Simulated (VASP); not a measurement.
# Zr (C2/c) in VASP: a series of runs, part 2 of 2

VASP 6.6.1.

## (3) Single point, LDA (volume scaled by 0.96)

INCAR reads:

```
PREC = Accurate
ENCUT = 520
EDIFF = 1E-7
ISMEAR = -1
SIGMA = 0.1
LREAL = F
LASPH = T
NELM = 60
ALGO = Normal
ISIF = 2
LWAVE = F
LCHARG = T
GGA = CA
LELF = T
LVHAR = T
NBANDS = 19
```

KPOINTS reads:

```
Automatic mesh
0
Gamma
  13 13 7
```

POSCAR reads:

```
Zr
1.0
   -1.7162292323      2.0866693660      1.5280837490
    2.0866693660     -1.7162292323      1.5280837490
    3.4972183073      3.4972183073     -0.8496219658
Zr
2
Direct
    0.0409320301      0.9590679699      1.0000000000
    0.7090679699      0.2909320301      0.5000000000
```

Potentials or basis: VASP PAW LDA potentials, release 64 (Zr_sv).

On the command line:

```
cat potpaw_LDA.64/Zr_sv/POTCAR > POTCAR
mpirun -np 1 vasp_std > vasp.out
```

OUTCAR:

```text
PREC = Accurate
   ENCUT = 520
   EDIFF = 1E-7
   ISMEAR = -1
   LREAL = F
   LASPH = T
   NELM = 60
   ISIF = 2
   GGA = CA

 ion  position               nearest neighbor table
   1  0.041  0.959  0.000-   2 3.08   2 3.08   2 3.08   2 3.08   2 3.09   2 3.09
   2  0.709  0.291  0.500-   1 3.08   1 3.08   1 3.08   1 3.08   1 3.09   1 3.09

  LATTYP: Found a base centered monoclinic cell.
 ALAT       =     3.1007437110
 B/A-ratio  =     1.7344583350
 C/A-ratio  =     1.6184051482
 COS(beta)  =    -0.0003577688

  Lattice vectors:

 A1 = (  -1.7162292323,   2.0866693660,   1.5280837490)
 A2 = (   2.0866693660,  -1.7162292323,   1.5280837490)
 A3 = (   3.4972183073,   3.4972183073,  -0.8496219658)

Analysis of symmetry for initial positions (statically):
=====================================================================
 Subroutine PRICEL returns:
 Original cell was already a primitive cell.

 Routine SETGRP: Setting up the symmetry group for a
 base centered monoclinic supercell.

 Subroutine GETGRP returns: Found  4 space group operations
 (whereof  2 operations were pure point group operations)
 out of a pool of  4 trial point group operations.

The static configuration has the point symmetry C_2 .
 The point group associated with its full space group is C_2h.

Analysis of symmetry for dynamics (positions and initial velocities):
=====================================================================
 Subroutine PRICEL returns:
 Original cell was already a primitive cell.

 Routine SETGRP: Setting up the symmetry group for a
 base centered monoclinic supercell.

 Subroutine GETGRP returns: Found  4 space group operations
 (whereof  2 operations were pure point group operations)
 out of a pool of  4 trial point group operations.

The dynamic configuration has the point symmetry C_2 .
 The point group associated with its full space group is C_2h.

 Subroutine INISYM returns: Found  4 space group operations
 (whereof  2 operations are pure point group operations),
 and found     1 'primitive' translations

----------------------------------------------------------------------------------------

                                     Primitive cell

  volume of cell :      41.8426

  direct lattice vectors                    reciprocal lattice vectors
    -1.716229232  2.086669366  1.528083749    -0.092869371  0.170087943  0.317847481
     2.086669366 -1.716229232  1.528083749     0.170087943 -0.092869371  0.317847481
     3.497218307  3.497218307 -0.849621966     0.138881113  0.138881113 -0.033667748

  length of vectors
     3.103976766  3.103976766  5.018259585     0.372265564  0.372265564  0.199272287

  position of ions in fractional coordinates (direct lattice)
     0.040932030  0.959067970  1.000000000
     0.709067970  0.290932030  0.500000000

  ion indices of the primitive-cell ions
   primitive index   ion index
                 1           1
                 2           2

----------------------------------------------------------------------------------------

 KPOINTS: Automatic mesh

Automatic generation of k-mesh.
 Grid dimensions read from file:
 generate k-points for:   13   13    7

 Generating k-lattice:

  Cartesian coordinates                     Fractional coordinates (reciprocal lattice)
    -0.007143798  0.013083688  0.024449806     0.076923077  0.000000000 -0.000000000
     0.013083688 -0.007143798  0.024449806     0.000000000  0.076923077 -0.000000000
     0.019840159  0.019840159 -0.004809678    -0.000000000 -0.000000000  0.142857143

  Length of vectors
     0.028635813  0.028635813  0.028467470

  Shift w.r.t. Gamma in fractional coordinates (k-lattice)
     0.000000000  0.000000000  0.000000000

 Subroutine IBZKPT returns following result:
 ===========================================

 Found    322 irreducible k-points:

 Following reciprocal coordinates:
            Coordinates               Weight
  0.000000  0.000000  0.000000      1.000000
  0.076923 -0.000000  0.000000      4.000000
  0.153846  0.000000 -0.000000      4.000000
  0.230769  0.000000 -0.000000      4.000000
  0.307692  0.000000 -0.000000      4.000000
  0.384615  0.000000  0.000000      4.000000
[... 16 lines left out ...]
  0.384615  0.153846  0.000000      4.000000
  0.461538  0.153846  0.000000      4.000000
 [... further k-points ...]
   k-points           NKPTS =    322   k-points in BZ     NKDIM =    322   number of bands    NBANDS=     19
   number of dos      NEDOS =    301   number of ions     NIONS =      2
   total plane-waves  NPLWV =  23040
   dimension x,y,z NGX =    24 NGY =   24 NGZ =   40
   dimension x,y,z NGXF=    48 NGYF=   48 NGZF=   80
   ions per type =               2
   NGX,Y,Z   is equivalent  to a cutoff of  12.85, 12.85, 13.25 a.u.
   NGXF,Y,Z  is equivalent  to a cutoff of  25.71, 25.71, 26.50 a.u.
 SYSTEM =  unknown system
   PREC   = accura    normal or accurate (medium, high low for compatibility)
   ISTART =      0    job   : 0-new  1-cont  2-samecut
   ICHARG =      2    charge: 1-file 2-atom 10-const
   ISPIN  =      1    spin polarized calculation?
   LNONCOLLINEAR =      F non collinear calculations
   LSORBIT =      F    spin-orbit coupling
   LASPH  =      T    aspherical Exc in radial PAW
   ENCUT  =  520.0 eV  38.22 Ry    6.18 a.u.   5.77  5.77  9.33*2*pi/ulx,y,z
   NELM   =     60;   NELMIN=  2; NELMDL= -5     # of ELM steps
   EDIFF  = 0.1E-06   stopping-criterion for ELM
   LREAL  =      F    real-space projection
   EDIFFG = 0.1E-05   stopping-criterion for IOM
   NSW    =      0    number of steps for IOM
   IBRION =     -1    ionic relax: 0-MD 1-quasi-New 2-CG
   NFREE  =      0    steps in history (QN), initial steepest desc. (CG)
   ISIF   =      2    stress and relaxation
   ISYM   =      2    0-nonsym 1-usesym 2-fastsym
   POTIM  = 0.5000    time-step for ionic-motion
   TEBEG  =    0.0;   TEEND  =   0.0 temperature during run
   PSTRESS=    0.0 pullay stress
   NELECT =      24.0000    total number of electrons
   NUPDOWN=      -1.0000    fix difference up-down
   EMIN   =  10.00;   EMAX   =-10.00  energy-range for DOS
   EFERMI =   0.00;   METHOD = LEGACY
   ISMEAR =    -1;   SIGMA  =   0.10  broadening in eV -4-tet -1-fermi 0-gaus
   EFERMI_NEDOS =   21; number of points for ismear=-14 and -15
   IALGO  =     38    algorithm
   IMIX   =      4    mixing-type and parameters
     AMIX     =   0.40;   BMIX     =  1.00
     AMIX_MAG =   1.60;   BMIX_MAG =  1.00
  volume/ion in A,a.u.               =      20.92       141.18
  Fermi-wavevector in a.u.,A,eV,Ry     =   1.360209  2.570422 25.173074  1.850169
  Thomas-Fermi vector in A             =   2.486891
   LORBIT       =      0    0 simple, 1 ext, 2 COOP (PROOUT), +10 PAW based schemes
   GGA     = CA    functional components
   LHFCALC =     F    Hartree Fock is set to
   AEXX    =    0.0000 exact exchange contribution
   IVDW    =     0    specifies the selected vdW correction
   LEPSILON=     F    determine dielectric tensor
   LRPA    =     F    only Hartree local field effects (RPA)
 non-spin polarized calculation
  energy-cutoff  :      520.00
  volume of cell :       41.84
 maximum number of plane-waves:      1144
   NGX = 11   NGY = 11   NGZ = 19

 number of electron      24.0000000 magnetization

 Free energy of the ion-electron system (eV)
  ---------------------------------------------------
  ext. energy  EPLUGINS =         0.00000000
  ---------------------------------------------------
  free energy    TOTEN  =       -18.59250589 eV

  energy without entropy =      -18.52346382  energy(sigma->0) =      -18.55798485

 E-fermi :  10.0071     XC(G=0): -11.7888

 val. band max:       10.0028826502   @ k =  -0.3846  -0.4615   0.2857
 cond. band min:      10.0097675902   @ k =  -0.2308  -0.4615   0.2857
 fundamental gap:      0.0068849401
 Fermi energy:        10.0070996004

 k-point     1 :       0.0000    0.0000    0.0000
  band No.  band energies     occupation
      1     -38.3385      2.00000
      2     -38.1067      2.00000
      3     -17.2052      2.00000
      4     -15.9860      2.00000
      5     -15.9799      2.00000
      6     -15.8151      2.00000
[... 11 lines left out ...]
     18      12.4758      0.00000
     19      14.9753      0.00000
[... 485 lines left out ...]
 k-point    24 :       0.4615    0.1538    0.0000
  band No.  band energies     occupation
      1     -38.1069      2.00000
      2     -38.0425      2.00000
      3     -16.9445      2.00000
      4     -16.7197      2.00000
      5     -16.5559      2.00000
      6     -16.4064      2.00000
[... 11 lines left out ...]
     18      15.5349      0.00000
     19      17.1993      0.00000

 [... further k-points ...]

------------------------ aborting loop because EDIFF is reached ----------------------------------------

  FORCE on cell =-STRESS in cart. coord.  units (eV):
  Direction    XX          YY          ZZ          XY          YZ          ZX
  --------------------------------------------------------------------------------------
  -------------------------------------------------------------------------------------
  Total        1.2394914      1.2394914      1.1404494      0.1060326     -0.0246400     -0.0246400
  in kB       47.4608353     47.4608353     43.6684598      4.0600485     -0.9434808     -0.9434808
  external PRESSURE =      46.1967101 kB  Pullay stress =       0.0000000 kB

 VOLUME and BASIS-vectors are now :
 -----------------------------------------------------------------------------
  energy-cutoff  :      520.00
  volume of cell :       41.84
      direct lattice vectors                 reciprocal lattice vectors
    -1.716229232  2.086669366  1.528083749    -0.092869371  0.170087943  0.317847481
     2.086669366 -1.716229232  1.528083749     0.170087943 -0.092869371  0.317847481
     3.497218307  3.497218307 -0.849621966     0.138881113  0.138881113 -0.033667748

 POSITION                                       TOTAL-FORCE (eV/Angst)
 -----------------------------------------------------------------------------------
      1.93101     -1.56057      1.52808         0.000553     -0.000553      0.000000
      1.13876      2.72889      1.10327        -0.000553      0.000553     -0.000000
 -----------------------------------------------------------------------------------
    total drift:                               -0.000000      0.000000      0.000000

  FREE ENERGIE OF THE ION-ELECTRON SYSTEM (eV)
  ---------------------------------------------------
  free  energy   TOTEN  =       -18.5925058890 eV

  energy  without entropy=      -18.5234638164  energy(sigma->0) =      -18.55798485
```

OSZICAR:

```text
N       E                     dE             d eps       ncg     rms          rms(c)
DAV:   1     0.207741911658E+03    0.20774E+03   -0.12968E+04 12236   0.126E+03
DAV:   2    -0.448052754260E+01   -0.21222E+03   -0.20798E+03 14037   0.372E+02
DAV:   3    -0.189142575574E+02   -0.14434E+02   -0.14284E+02 21771   0.688E+01
DAV:   4    -0.192174121474E+02   -0.30315E+00   -0.30279E+00 14295   0.102E+01
DAV:   5    -0.192258521068E+02   -0.84400E-02   -0.84379E-02 17560   0.124E+00    0.176E+01
DAV:   6    -0.186891264673E+02    0.53673E+00   -0.79587E-01 13406   0.679E+00    0.740E+00
DAV:   7    -0.185885945075E+02    0.10053E+00   -0.53353E-01 17848   0.472E+00    0.110E+00
DAV:   8    -0.185924230590E+02   -0.38286E-02   -0.34307E-02 16039   0.152E+00    0.183E-01
DAV:   9    -0.185925170806E+02   -0.94022E-04   -0.84326E-04 15689   0.259E-01    0.309E-02
DAV:  10    -0.185925053837E+02    0.11697E-04   -0.33555E-05 16797   0.455E-02    0.198E-02
DAV:  11    -0.185925059110E+02   -0.52729E-06   -0.69679E-06 13853   0.281E-02    0.320E-03
DAV:  12    -0.185925058890E+02    0.22049E-07   -0.16743E-07 11469   0.277E-03
   1 F= -.18592506E+02 E0= -.18557985E+02  d E =-.690421E-01
```

It took 4.1 min on 1 thread of Intel Xeon 8259CL, shared host; peak memory 0.3 GiB.

What came out:

```
Free energy            : -18.5925 eV
Pressure               : 4.6 GPa
Band gap on the k mesh : zero (band 12 reaches 11.10 eV, above the bottom of band 13 at 9.89 eV)
```
